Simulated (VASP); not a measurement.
Ti3S2:

```xyz
5
Lattice="1.7557 1.0136 8.1384 -1.7557 1.0136 8.1384 0.0000 -2.0273 8.1384" Properties=species:S:1:pos:R:3 pbc="T T T"
Ti    0.0000    0.0000    0.0000
Ti    0.0000    0.0000    5.1150
Ti    0.0000    0.0000   19.3001
S     0.0000    0.0000    9.7660
S     0.0000    0.0000   14.6490
```

| Property | Result |
| --- | --- |
| Program | VASP 6.6.1 |
| Task | relaxation of cell and atoms |
| Functional | PBE |
| Potentials or basis | VASP PAW PBE potentials, release 64 (Ti_sv, S) |
| Cutoff | 600 eV |
| k mesh | 6 × 6 × 6 |
| Occupations | gaussian, width 0.1 eV |
| Spin | no spin polarisation |

At the start: pressure -9.0 GPa; volume 17.38 Å³/atom.

Q: Where does the relaxation end?

A: Over 11 steps the energy falls by 77.4 meV/atom and the volume is 15.95 Å³/atom (-8.2 %); space group R-3m (No. 166, to 0.1 Å) before and after.

The path:
| step | energy change (eV) | largest force (eV/Å) | pressure (GPa) | volume (Å³) |
| --- | --- | --- | --- | --- |
| 1 | 0.0000 | 0.8440 | -8.99 | 86.90 |
| 2 | -0.2319 | 0.7085 | 7.75 | 75.20 |
| 3 | -0.3016 | 0.7792 | 1.30 | 78.68 |
| 4 | -0.3620 | 0.3501 | 0.81 | 79.02 |
| 5 | -0.3803 | 0.1489 | 0.52 | 79.33 |
| 6 | -0.3803 | 0.1452 | 0.52 | 79.34 |
| 7 | -0.3837 | 0.1035 | -0.48 | 80.01 |
| 8 | -0.3838 | 0.0976 | -0.62 | 80.11 |
| 9 | -0.3863 | 0.0377 | -0.25 | 79.91 |
| 10 | -0.3868 | 0.0574 | -0.01 | 79.78 |
| 11 | -0.3870 | 0.0219 | 0.03 | 79.76 |

Final structure:
```
Ti S
1.0
     1.70075    0.98193    7.96012
    -1.70075    0.98193    7.96012
     0.00000   -1.96386    7.96012
Ti S
3 2
Direct
  0.00000 0.00000 0.00000
  0.21310 0.21310 0.21310
  0.78690 0.78690 0.78690
  0.39581 0.39581 0.39581
  0.60419 0.60419 0.60419
```
